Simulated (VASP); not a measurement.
# Pt (P-1) in VASP: further runs

Runs on Pt. Level: PBEsol. Tasks: single point.

Program: VASP 6.6.1. These are calculated values, not measurements. Logs are shortened: lines on timing, memory, paths and dates and some standing lists are left out, and cuts for length are marked.

## (1) The cell of the first run

The typed cell holds 1 atom: a = 2.914 Å, b = 2.510 Å, c = 3.045 Å, α = 111.55°, β = 116.83°, γ = 109.22°.

## (2) Single point, PBEsol (engineering shear strain xz -0.3000, engineering shear strain yz -0.0750)

Contents of INCAR:

```
ALGO = Fast
EDIFF = 1E-7
ENCUT = 520
GGA = PS
ISIF = 2
ISMEAR = 0
LASPH = T
LCHARG = T
LELF = T
LREAL = F
LVHAR = T
LWAVE = F
NBANDS = 11
NELM = 60
PREC = Accurate
SIGMA = 0.15
```

Contents of KPOINTS:

```
k-points
0
Gamma
  20 20 20
```

Contents of POSCAR:

```
Pt
1.0
   -1.7945086294      1.5019257007      1.7359920436
    1.3263759434     -1.6189588721      1.3848925292
    1.7945086294      1.6189588721     -1.8530252151
Pt
1
Direct
    0.0000000000      0.0000000000      0.0000000000
```

Potentials or basis: VASP PAW PBE potentials, release 64 (Pt).

Launch:

```
$ cat potpaw_PBE.64/Pt/POTCAR > POTCAR
$ mpirun -np 1 vasp_std > vasp.out
```

OUTCAR:

```text
EDIFF = 1E-7
   ENCUT = 520
   GGA = PS
   ISIF = 2
   ISMEAR = 0
   LASPH = T
   LREAL = F
   NELM = 60
   PREC = Accurate

 ion  position               nearest neighbor table
   1  0.000  0.000  0.000-

  LATTYP: Found a triclinic cell.
 ALAT       =     2.3711856327
 B/A-ratio  =     1.3170956043
 C/A-ratio  =     1.3308950503
 COS(alpha) =     0.0055588598
 COS(beta)  =     0.4738669724
 COS(gamma) =     0.6129252052

  Lattice vectors:

 A1 = (  -1.3263759434,  -1.5019257007,  -1.2678593577)
 A2 = (   0.0000000000,  -3.1208845728,   0.1170331715)
 A3 = (  -3.1208845728,   0.0000000000,   0.4681326859)

Analysis of symmetry for initial positions (statically):
=====================================================================
 Subroutine PRICEL returns:
 Original cell was already a primitive cell.

 Routine SETGRP: Setting up the symmetry group for a
 triclinic supercell.

 Subroutine GETGRP returns: Found  2 space group operations
 (whereof  2 operations were pure point group operations)
 out of a pool of  2 trial point group operations.

The static configuration has the point symmetry S_2 .

Analysis of symmetry for dynamics (positions and initial velocities):
=====================================================================
 Subroutine PRICEL returns:
 Original cell was already a primitive cell.

 Routine SETGRP: Setting up the symmetry group for a
 triclinic supercell.

 Subroutine GETGRP returns: Found  2 space group operations
 (whereof  2 operations were pure point group operations)
 out of a pool of  2 trial point group operations.

The dynamic configuration has the point symmetry S_2 .

 Subroutine INISYM returns: Found  2 space group operations
 (whereof  2 operations are pure point group operations),
 and found     1 'primitive' translations

----------------------------------------------------------------------------------------

                                     Primitive cell

  volume of cell :      14.8352

  direct lattice vectors                    reciprocal lattice vectors
    -1.794508629  1.501925701  1.735992044     0.051086968  0.333193717  0.340579785
     1.326375943 -1.618958872  1.384892529     0.377048494  0.014156630  0.377510123
     1.794508629  1.618958872 -1.853025215     0.329654560  0.322730122  0.061550564

  length of vectors
     2.913710762  2.509627122  3.045487071     0.479189442  0.533741389  0.465419523

  position of ions in fractional coordinates (direct lattice)
     0.000000000  0.000000000  0.000000000

  ion indices of the primitive-cell ions
   primitive index   ion index
                 1           1

----------------------------------------------------------------------------------------

 KPOINTS: k-points

Automatic generation of k-mesh.
 Grid dimensions read from file:
 generate k-points for:   20   20   20

 Generating k-lattice:

  Cartesian coordinates                     Fractional coordinates (reciprocal lattice)
     0.002554348  0.016659686  0.017028989     0.050000000  0.000000000 -0.000000000
     0.018852425  0.000707831  0.018875506     0.000000000  0.050000000  0.000000000
     0.016482728  0.016136506  0.003077528     0.000000000  0.000000000  0.050000000

  Length of vectors
     0.023959472  0.026687069  0.023270976

  Shift w.r.t. Gamma in fractional coordinates (k-lattice)
     0.000000000  0.000000000  0.000000000

 Subroutine IBZKPT returns following result:
 ===========================================

 Found   4004 irreducible k-points:

 Following reciprocal coordinates:
            Coordinates               Weight
  0.000000  0.000000  0.000000      1.000000
  0.050000  0.000000  0.000000      2.000000
  0.100000  0.000000  0.000000      2.000000
  0.150000  0.000000  0.000000      2.000000
  0.200000  0.000000  0.000000      2.000000
  0.250000  0.000000  0.000000      2.000000
[... 16 lines left out ...]
 -0.450000  0.050000 -0.000000      2.000000
 -0.400000  0.050000 -0.000000      2.000000
 [... further k-points ...]
   k-points           NKPTS =   4004   k-points in BZ     NKDIM =   4004   number of bands    NBANDS=     11
   number of dos      NEDOS =    301   number of ions     NIONS =      1
   total plane-waves  NPLWV =  11520
   dimension x,y,z NGX =    24 NGY =   20 NGZ =   24
   dimension x,y,z NGXF=    48 NGYF=   40 NGZF=   48
   ions per type =               1
   NGX,Y,Z   is equivalent  to a cutoff of  13.69, 13.25, 13.10 a.u.
   NGXF,Y,Z  is equivalent  to a cutoff of  27.39, 26.50, 26.20 a.u.
 SYSTEM =  unknown system
   PREC   = accura    normal or accurate (medium, high low for compatibility)
   ISTART =      0    job   : 0-new  1-cont  2-samecut
   ICHARG =      2    charge: 1-file 2-atom 10-const
   ISPIN  =      1    spin polarized calculation?
   LNONCOLLINEAR =      F non collinear calculations
   LSORBIT =      F    spin-orbit coupling
   LASPH  =      T    aspherical Exc in radial PAW
   ENCUT  =  520.0 eV  38.22 Ry    6.18 a.u.   5.42  4.67  5.66*2*pi/ulx,y,z
   NELM   =     60;   NELMIN=  2; NELMDL= -5     # of ELM steps
   EDIFF  = 0.1E-06   stopping-criterion for ELM
   LREAL  =      F    real-space projection
   EDIFFG = 0.1E-05   stopping-criterion for IOM
   NSW    =      0    number of steps for IOM
   IBRION =     -1    ionic relax: 0-MD 1-quasi-New 2-CG
   NFREE  =      0    steps in history (QN), initial steepest desc. (CG)
   ISIF   =      2    stress and relaxation
   ISYM   =      2    0-nonsym 1-usesym 2-fastsym
   POTIM  = 0.5000    time-step for ionic-motion
   TEBEG  =    0.0;   TEEND  =   0.0 temperature during run
   PSTRESS=    0.0 pullay stress
   NELECT =      10.0000    total number of electrons
   NUPDOWN=      -1.0000    fix difference up-down
   EMIN   =  10.00;   EMAX   =-10.00  energy-range for DOS
   EFERMI =   0.00;   METHOD = LEGACY
   ISMEAR =     0;   SIGMA  =   0.15  broadening in eV -4-tet -1-fermi 0-gaus
   EFERMI_NEDOS =   21; number of points for ismear=-14 and -15
   IALGO  =     68    algorithm
   IMIX   =      4    mixing-type and parameters
     AMIX     =   0.40;   BMIX     =  1.00
     AMIX_MAG =   1.60;   BMIX_MAG =  1.00
  volume/ion in A,a.u.               =      14.84       100.11
  Fermi-wavevector in a.u.,A,eV,Ry     =   1.435412  2.712536 28.033553  2.060408
  Thomas-Fermi vector in A             =   2.554713
   LORBIT       =      0    0 simple, 1 ext, 2 COOP (PROOUT), +10 PAW based schemes
   GGA     = PS    functional components
   LHFCALC =     F    Hartree Fock is set to
   AEXX    =    0.0000 exact exchange contribution
   IVDW    =     0    specifies the selected vdW correction
   LEPSILON=     F    determine dielectric tensor
   LRPA    =     F    only Hartree local field effects (RPA)
 non-spin polarized calculation
 RMM-DIIS sequential band-by-band and
 Gauss-broadening in eV      SIGMA  =   0.15
  energy-cutoff  :      520.00
  volume of cell :       14.84
 maximum number of plane-waves:       412
 NGX is ok and might be reduce to    24
   NGX = 11   NGY =  9   NGZ = 11

 number of electron      10.0000000 magnetization

 Free energy of the ion-electron system (eV)
  ---------------------------------------------------
  ext. energy  EPLUGINS =         0.00000000
  ---------------------------------------------------
  free energy    TOTEN  =        -6.06123712 eV

  energy without entropy =       -6.04543397  energy(sigma->0) =       -6.05333555

 E-fermi :  11.2960     XC(G=0): -13.6457

 val. band max:       11.2956524659   @ k =  -0.1000   0.3000   0.1500
 cond. band min:      11.2961590132   @ k =  -0.1000  -0.1000   0.3500
 fundamental gap:      0.0005065473
 Fermi energy:        11.2959579594

 k-point     1 :       0.0000    0.0000    0.0000
  band No.  band energies     occupation
      1       0.9328      2.00000
      2       4.6669      2.00000
      3       6.3256      2.00000
      4       9.4172      2.00000
      5      10.6671      2.00000
      6      11.5704      0.00967
      7      24.8196      0.00000
      8      28.6924      0.00000
      9      30.8408      0.00000
     10      37.0649      0.00000
     11      37.2123      0.00000

 k-point     2 :       0.0500    0.0000    0.0000
  band No.  band energies     occupation
      1       1.0627      2.00000
      2       4.7594      2.00000
      3       6.3637      2.00000
      4       9.4122      2.00000
      5      10.5263      2.00000
      6      11.4762      0.08931
      7      24.9771      0.00000
      8      28.8815      0.00000
      9      30.9871      0.00000
     10      35.7718      0.00000
     11      37.5400      0.00000

 k-point     3 :       0.1000    0.0000    0.0000
  band No.  band energies     occupation
      1       1.4384      2.00000
      2       5.0267      2.00000
      3       6.4833      2.00000
      4       9.3475      2.00000
      5      10.2064      2.00000
      6      11.2200      1.52607
      7      25.3704      0.00000
      8      29.4093      0.00000
      9      31.2707      0.00000
     10      34.3211      0.00000
     11      36.0617      0.00000

 k-point     4 :       0.1500    0.0000    0.0000
  band No.  band energies     occupation
      1       2.0146      2.00000
      2       5.4290      2.00000
      3       6.7026      2.00000
      4       9.0611      2.00000
      5      10.0063      2.00000
      6      10.8695      1.99994
      7      25.7932      0.00000
      8      30.0536      0.00000
      9      31.0902      0.00000
     10      33.1015      0.00000
     11      34.9340      0.00000

 k-point     5 :       0.2000    0.0000    0.0000
  band No.  band energies     occupation
      1       2.7057      2.00000
      2       5.8689      2.00000
      3       7.0328      2.00000
      4       8.6752      2.00000
      5      10.0036      2.00000
      6      10.5271      2.00000
      7      25.9391      0.00000
      8      29.3575      0.00000
      9      30.9025      0.00000
     10      32.5425      0.00000
     11      35.1474      0.00000
[... 211 lines left out ...]
 k-point    21 :       0.4500    0.0500    0.0000
  band No.  band energies     occupation
      1       4.1576      2.00000
      2       5.5245      2.00000
      3       9.0384      2.00000
      4      10.5682      2.00000
      5      11.1776      1.73558
      6      13.0605      0.00000
      7      20.2901      0.00000
      8      22.3789      0.00000
      9      29.8945      0.00000
     10      33.3676      0.00000
     11      34.6265      0.00000

 k-point    22 :       0.5000    0.0500   -0.0000
  band No.  band energies     occupation
      1       4.1540      2.00000
      2       5.5291      2.00000
      3       9.2281      2.00000
      4      10.3657      2.00000
      5      11.5683      0.01024
      6      12.4438      0.00000
      7      20.2532      0.00000
      8      22.5153      0.00000
      9      29.8598      0.00000
     10      33.3495      0.00000
     11      34.8389      0.00000

 k-point    23 :      -0.4500    0.0500   -0.0000
  band No.  band energies     occupation
      1       4.1929      2.00000
      2       5.6100      2.00000
      3       9.4047      2.00000
      4       9.9626      2.00000
      5      11.1900      1.68229
      6      11.6785      0.00031
      7      20.8876      0.00000
      8      23.1647      0.00000
      9      30.2983      0.00000
     10      33.1495      0.00000
     11      35.4874      0.00000

 k-point    24 :      -0.4000    0.0500   -0.0000
  band No.  band energies     occupation
      1       4.1971      2.00000
      2       5.7814      2.00000
      3       9.1318      2.00000
      4       9.6818      2.00000
      5      10.2884      2.00000
      6      11.1477      1.83776
      7      22.1491      0.00000
      8      24.0555      0.00000
      9      30.8870      0.00000
     10      32.7868      0.00000
     11      36.5438      0.00000

 [... further k-points ...]

------------------------ aborting loop because EDIFF is reached ----------------------------------------

  FORCE on cell =-STRESS in cart. coord.  units (eV):
  Direction    XX          YY          ZZ          XY          YZ          ZX
  --------------------------------------------------------------------------------------
  -------------------------------------------------------------------------------------
  Total        2.5390188      5.3145252      2.4223668      1.6610727      1.2703938      4.2171410
  in kB      274.2090861    573.9583727    261.6108940    179.3926210    137.2000543    455.4430174
  external PRESSURE =     369.9261176 kB  Pullay stress =       0.0000000 kB

 VOLUME and BASIS-vectors are now :
 -----------------------------------------------------------------------------
  energy-cutoff  :      520.00
  volume of cell :       14.84
      direct lattice vectors                 reciprocal lattice vectors
    -1.794508629  1.501925701  1.735992044     0.051086968  0.333193717  0.340579785
     1.326375943 -1.618958872  1.384892529     0.377048494  0.014156630  0.377510123
     1.794508629  1.618958872 -1.853025215     0.329654560  0.322730122  0.061550564

 POSITION                                       TOTAL-FORCE (eV/Angst)
 -----------------------------------------------------------------------------------
      0.00000      0.00000      0.00000        -0.000000      0.000000     -0.000000
 -----------------------------------------------------------------------------------
    total drift:                                0.000000     -0.000000      0.000000

  FREE ENERGIE OF THE ION-ELECTRON SYSTEM (eV)
  ---------------------------------------------------
  free  energy   TOTEN  =        -6.0612371245 eV

  energy  without entropy=       -6.0454339660  energy(sigma->0) =       -6.05333555
```

Run time: 4.2 min. Hardware: 1 thread of Intel Xeon 6975P-C (Granite Rapids), shared host; peak memory 0.72 GiB.

Results:

| Property | Result |
| --- | --- |
| Free energy | -6.0612 eV |
| Pressure | 37.0 GPa |
| Band gap on the k mesh | zero (bands 5 and 6 overlap by 5.02 eV) |

Stress tensor (GPa, compression positive):
```
27.42 17.94 45.54
17.94 57.40 13.72
45.54 13.72 26.16
```

Caveat: the cell differs from its parent crystal (engineering shear strain xz -0.3000, engineering shear strain yz -0.0750); the cell stands under pressure; the PAW data sets were made with another functional, which shifts forces and pressure a little; spin-orbit coupling is left out, which moves the levels of the heavy elements.

(Part 1 of 2 ends here.)
